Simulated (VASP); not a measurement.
# AlFe (Pm-3m) in VASP: single point with PBE

Aim: the single point of AlFe with PBE.

Program: VASP 6.6.1. These are calculated values, not measurements. Logs are shortened: lines on timing, memory, paths and dates and some standing lists are left out, and cuts for length are marked.

**1. The cell of the first run**

It takes space group Pm-3m (No. 221, cubic). Conventional cell: a = 2.910 Å, b = 2.910 Å, c = 2.910 Å, α = 90.00°, β = 90.00°, γ = 90.00°. Al (site symmetry m-3m) has 8 Fe at 2.52 Å and 6 Al at 2.91 Å within 3.3 Å. Fe (site symmetry m-3m) has 8 Al at 2.52 Å and 6 Fe at 2.91 Å within 3.3 Å.

**2. Single point, PBE, collinear spin, antiferromagnetic start**

INCAR reads:

```
SYSTEM = AlFe
  ALGO = Normal
  EDIFF = 1E-6
  ENCUT = 600
  GGA = PE
  GGA_COMPAT = .False.
  ISIF = 2
  ISMEAR = -1
  ISPIN = 2
  LASPH = .True.
  LCHARG = .True.
  LELF = .True.
  LMAXMIX = 4
  LORBIT = 11
  LREAL = .False.
  LVHAR = .True.
  LWAVE = .False.
  MAGMOM = 0 0 1.1 -1.1
  NBANDS = 23
  NELM = 200
  PREC = Accurate
  SIGMA = 0.05
```

KPOINTS reads:

```
k-points
0
Gamma
  7 10 7
  0 0 0
```

POSCAR reads:

```
AlFe
1.0
    0.0000000000      2.9100000000      2.9100000000
    2.9100000000      0.0000000000      0.0000000000
    0.0000000000      2.9100000000     -2.9100000000
Al Fe
2 2
Direct
    0.0000000000      0.0000000000      0.0000000000
    0.5000000000      0.0000000000      0.5000000000
    0.5000000000      0.5000000000      0.0000000000
    0.0000000000      0.5000000000      0.5000000000
```

Potentials or basis: VASP PAW PBE potentials, release 64 (Al, Fe).

Started as:

```sh
cat potpaw_PBE.64/Al/POTCAR potpaw_PBE.64/Fe/POTCAR > POTCAR
mpirun -np 1 vasp_std > vasp.out
```

OUTCAR:

```text
SYSTEM = AlFe
   EDIFF = 1E-6
   ENCUT = 600
   GGA = PE
   ISIF = 2
   ISMEAR = -1
   ISPIN = 2
   LASPH = .True.
   LORBIT = 11
   LREAL = .False.
   NELM = 200
   PREC = Accurate

 ion  position               nearest neighbor table
   1  0.000  0.000  0.000-   3 2.52   4 2.52   4 2.52   3 2.52   4 2.52   4 2.52   3 2.52   3 2.52
                             2 2.91   2 2.91   2 2.91   2 2.91
   2  0.500  0.000  0.500-   3 2.52   4 2.52   3 2.52   3 2.52   4 2.52   3 2.52   4 2.52   4 2.52
                             1 2.91   1 2.91   1 2.91   1 2.91
   3  0.500  0.500  0.000-   1 2.52   2 2.52   2 2.52   1 2.52   2 2.52   2 2.52   1 2.52   1 2.52
                             4 2.91   4 2.91   4 2.91   4 2.91
   4  0.000  0.500  0.500-   1 2.52   2 2.52   1 2.52   1 2.52   2 2.52   1 2.52   2 2.52   2 2.52
                             3 2.91   3 2.91   3 2.91   3 2.91

  LATTYP: Found a simple tetragonal cell.
 ALAT       =     4.1153614665
 C/A-ratio  =     0.7071067812

  Lattice vectors:

 A1 = (   0.0000000000,  -2.9100000000,  -2.9100000000)
 A2 = (   0.0000000000,   2.9100000000,  -2.9100000000)
 A3 = (   2.9100000000,   0.0000000000,   0.0000000000)

Analysis of symmetry for initial positions (statically):
=====================================================================
 Subroutine PRICEL returns following result:

  LATTYP: Found a simple cubic cell.
 ALAT       =     2.9100000000
[... 12 lines left out ...]
 Subroutine GETGRP returns: Found 16 space group operations
 (whereof 16 operations were pure point group operations)
 out of a pool of 16 trial point group operations.

The static configuration has the point symmetry D_4h.

Analysis of symmetry for dynamics (positions and initial velocities):
=====================================================================
 Subroutine PRICEL returns following result:

  LATTYP: Found a simple cubic cell.
 ALAT       =     2.9100000000
[... 12 lines left out ...]
 Subroutine GETGRP returns: Found 16 space group operations
 (whereof 16 operations were pure point group operations)
 out of a pool of 16 trial point group operations.

The dynamic configuration has the point symmetry D_4h.

Analysis of structural, dynamic, and magnetic symmetry:
=====================================================================
 Subroutine PRICEL returns following result:

  LATTYP: Found a simple cubic cell.
 ALAT       =     2.9100000000
[... 12 lines left out ...]
 Subroutine GETGRP returns: Found 16 space group operations
 (whereof 16 operations were pure point group operations)
 out of a pool of 16 trial point group operations.

The overall configuration has the point symmetry D_4h.

 Subroutine INISYM returns: Found 16 space group operations
 (whereof 16 operations are pure point group operations),
 and found     2 'primitive' translations

----------------------------------------------------------------------------------------

                                     Primitive cell

  volume of cell :      24.6422

  direct lattice vectors                    reciprocal lattice vectors
     0.000000000  0.000000000  2.910000000     0.000000000  0.000000000  0.343642612
     2.910000000  0.000000000  0.000000000     0.343642612  0.000000000  0.000000000
     0.000000000  2.910000000  0.000000000     0.000000000  0.343642612  0.000000000

  length of vectors
     2.910000000  2.910000000  2.910000000     0.343642612  0.343642612  0.343642612

  position of ions in fractional coordinates (direct lattice)
     0.000000000  0.000000000  0.000000000
     0.500000000  0.500000000  0.500000000

  ion indices of the primitive-cell ions
   primitive index   ion index
                 1           1
                 2           3

----------------------------------------------------------------------------------------

 KPOINTS: k-points

Automatic generation of k-mesh.
 Grid dimensions read from file:
 generate k-points for:    7   10    7

 Generating k-lattice:

  Cartesian coordinates                     Fractional coordinates (reciprocal lattice)
     0.000000000  0.024545901  0.024545901     0.142857143  0.000000000  0.000000000
     0.034364261  0.000000000  0.000000000     0.000000000  0.100000000  0.000000000
     0.000000000  0.024545901 -0.024545901     0.000000000  0.000000000  0.142857143

  Length of vectors
     0.034713146  0.034364261  0.034713146

  Shift w.r.t. Gamma in fractional coordinates (k-lattice)
     0.000000000  0.000000000  0.000000000

 Subroutine IBZKPT returns following result:
 ===========================================

 Found     60 irreducible k-points:

 Following reciprocal coordinates:
            Coordinates               Weight
  0.000000  0.000000  0.000000      1.000000
  0.142857  0.000000  0.000000      4.000000
  0.285714  0.000000  0.000000      4.000000
  0.428571  0.000000  0.000000      4.000000
  0.000000  0.100000  0.000000      2.000000
  0.142857  0.100000  0.000000      8.000000
[... 16 lines left out ...]
  0.285714  0.500000  0.000000      4.000000
  0.428571  0.500000  0.000000      4.000000
 [... further k-points ...]
   k-points           NKPTS =     60   k-points in BZ     NKDIM =     60   number of bands    NBANDS=     23
   number of dos      NEDOS =    301   number of ions     NIONS =      4
   total plane-waves  NPLWV =  31104
   dimension x,y,z NGX =    36 NGY =   24 NGZ =   36
   dimension x,y,z NGXF=    72 NGYF=   48 NGZF=   72
   ions per type =               2   2
   NGX,Y,Z   is equivalent  to a cutoff of  14.54, 13.71, 14.54 a.u.
   NGXF,Y,Z  is equivalent  to a cutoff of  29.09, 27.42, 29.09 a.u.
 SYSTEM =  AlFe
   PREC   = accura    normal or accurate (medium, high low for compatibility)
   ISTART =      0    job   : 0-new  1-cont  2-samecut
   ICHARG =      2    charge: 1-file 2-atom 10-const
   ISPIN  =      2    spin polarized calculation?
   LNONCOLLINEAR =      F non collinear calculations
   LSORBIT =      F    spin-orbit coupling
   LASPH  =      T    aspherical Exc in radial PAW
   ENCUT  =  600.0 eV  44.10 Ry    6.64 a.u.   8.22  5.81  8.22*2*pi/ulx,y,z
   NELM   =    200;   NELMIN=  2; NELMDL= -5     # of ELM steps
   EDIFF  = 0.1E-05   stopping-criterion for ELM
   LREAL  =      F    real-space projection
   EDIFFG = 0.1E-04   stopping-criterion for IOM
   NSW    =      0    number of steps for IOM
   IBRION =     -1    ionic relax: 0-MD 1-quasi-New 2-CG
   NFREE  =      0    steps in history (QN), initial steepest desc. (CG)
   ISIF   =      2    stress and relaxation
   ISYM   =      2    0-nonsym 1-usesym 2-fastsym
   POTIM  = 0.5000    time-step for ionic-motion
   TEBEG  =    0.0;   TEEND  =   0.0 temperature during run
   PSTRESS=    0.0 pullay stress
   NELECT =      22.0000    total number of electrons
   NUPDOWN=      -1.0000    fix difference up-down
   EMIN   =  10.00;   EMAX   =-10.00  energy-range for DOS
   EFERMI =   0.00;   METHOD = LEGACY
   ISMEAR =    -1;   SIGMA  =   0.05  broadening in eV -4-tet -1-fermi 0-gaus
   EFERMI_NEDOS =   21; number of points for ismear=-14 and -15
   IALGO  =     38    algorithm
   IMIX   =      4    mixing-type and parameters
     AMIX     =   0.40;   BMIX     =  1.00
     AMIX_MAG =   1.60;   BMIX_MAG =  1.00
  volume/ion in A,a.u.               =      12.32        83.15
  Fermi-wavevector in a.u.,A,eV,Ry     =   1.251160  2.364349 21.298567  1.565401
  Thomas-Fermi vector in A             =   2.385120
   LORBIT       =     11    0 simple, 1 ext, 2 COOP (PROOUT), +10 PAW based schemes
   GGA     = PE    functional components
   LHFCALC =     F    Hartree Fock is set to
   AEXX    =    0.0000 exact exchange contribution
   IVDW    =     0    specifies the selected vdW correction
   LEPSILON=     F    determine dielectric tensor
   LRPA    =     F    only Hartree local field effects (RPA)
 spin polarized calculation
  energy-cutoff  :      600.00
  volume of cell :       49.28
 maximum number of plane-waves:      1666
 NGX is ok and might be reduce to    36
   NGX = 17   NGY = 11   NGZ = 17

 number of electron      21.9999992 magnetization      -0.0000000

 number of electron      21.9999992 magnetization       0.0000000

 Free energy of the ion-electron system (eV)
  ---------------------------------------------------
  ext. energy  EPLUGINS =         0.00000000
  ---------------------------------------------------
  free energy    TOTEN  =       -25.24016882 eV

  energy without entropy =      -25.19562908  energy(sigma->0) =      -25.21789895

 E-fermi :   7.6948     XC(G=0): -11.9699

 val. band max:        7.6930845078   @ k =   0.1429   0.1000   0.1429
 cond. band min:       7.6983983917   @ k =   0.4286   0.0000   0.0000
 fundamental gap:      0.0053138838
 Fermi energy:         7.6948311934

 spin component 1

 k-point     1 :       0.0000    0.0000    0.0000
  band No.  band energies     occupation
      1      -2.5570      1.00000
      2       2.9626      1.00000
      3       5.1007      1.00000
      4       5.3952      1.00000
      5       5.5614      1.00000
      6       5.5614      1.00000
[... 613 lines left out ...]
     22      15.9582      0.00000
     23      19.2066      0.00000

 [... further k-points ...]

 spin component 2

 k-point     1 :       0.0000    0.0000    0.0000
  band No.  band energies     occupation
      1      -2.5570      1.00000
      2       2.9626      1.00000
      3       5.1007      1.00000
      4       5.3952      1.00000
      5       5.5614      1.00000
      6       5.5614      1.00000
[... 613 lines left out ...]
     22      15.9582      0.00000
     23      19.2066      0.00000

 [... further k-points ...]
[... 5 lines left out ...]
  --------------------------------------------------------------------------------------
  -------------------------------------------------------------------------------------
  Total       -2.6652704     -0.6787411     -0.6787411      0.0000000      0.0000000      0.0000000
  in kB      -86.6448781    -22.0650929    -22.0650929      0.0000000      0.0000000      0.0000000
  external PRESSURE =     -43.5916879 kB  Pullay stress =       0.0000000 kB

 VOLUME and BASIS-vectors are now :
 -----------------------------------------------------------------------------
  energy-cutoff  :      600.00
  volume of cell :       49.28
      direct lattice vectors                 reciprocal lattice vectors
     0.000000000  2.910000000  2.910000000     0.000000000  0.171821306  0.171821306
     2.910000000  0.000000000  0.000000000     0.343642612  0.000000000  0.000000000
     0.000000000  2.910000000 -2.910000000     0.000000000  0.171821306 -0.171821306

 POSITION                                       TOTAL-FORCE (eV/Angst)
 -----------------------------------------------------------------------------------
      0.00000      0.00000      0.00000         0.000000      0.000000      0.000000
      0.00000      2.91000      0.00000         0.000000     -0.000000     -0.000000
      1.45500      1.45500      1.45500         0.000000     -0.000000     -0.000000
      1.45500      1.45500     -1.45500        -0.000000      0.000000      0.000000
 -----------------------------------------------------------------------------------
    total drift:                                0.000000     -0.000000      0.000000

  FREE ENERGIE OF THE ION-ELECTRON SYSTEM (eV)
  ---------------------------------------------------
  free  energy   TOTEN  =       -25.2401688158 eV

  energy  without entropy=      -25.1956290765  energy(sigma->0) =      -25.21789895

 total charge

# of ion       s       p       d       tot
------------------------------------------
    1        0.397   0.421   0.000   0.818
    2        0.397   0.421   0.000   0.818
    3        0.418   0.478   6.441   7.338
    4        0.418   0.478   6.441   7.338
--------------------------------------------------
tot          1.629   1.800  12.882  16.311

 magnetization (x)

# of ion       s       p       d       tot
------------------------------------------
    1        0.000   0.000   0.000   0.000
    2        0.000   0.000   0.000   0.000
    3        0.012   0.004   1.054   1.069
    4       -0.012  -0.004  -1.054  -1.069
--------------------------------------------------
tot          0.000   0.000   0.000   0.000
```

Run time: 4.7 min. Hardware: 1 thread of Intel Xeon 8259CL, shared host; peak memory 0.28 GiB.

Results:

| Quantity | Value |
| --- | --- |
| Free energy | -25.2402 eV |
| Pressure | -4.4 GPa |
| Band gap on the k mesh | zero (filled and empty bands overlap) |
| Net moment | 0.00 μB per cell |
| Site moments | Al +0.00; Fe +1.07, -1.07 μB |
| Valence electrons inside the program's atomic spheres | Al 0.82; Fe 7.34 |

Levels at points of the mesh, in eV from the Fermi level:
Spin up:
```
           k point  band 9  band 10  band 11  band 12  band 13  band 14
(0.00, 0.00, 0.00)   -1.08    -0.02     0.25     0.25     0.72     3.18
(0.00, 0.50, 0.00)    0.13     0.30     0.79     1.29     2.88     2.91
```
Spin down:
```csv
k point,band 9,band 10,band 11,band 12,band 13,band 14
"(0.00, 0.00, 0.00)",-1.08,-0.02,0.25,0.25,0.72,3.18
"(0.00, 0.50, 0.00)",0.13,0.30,0.79,1.29,2.88,2.91
```

Caveat: the stress differs along the axes, from -9 to -2 GPa; the antiferromagnetic order is the one typed at the start, and another may lie lower.
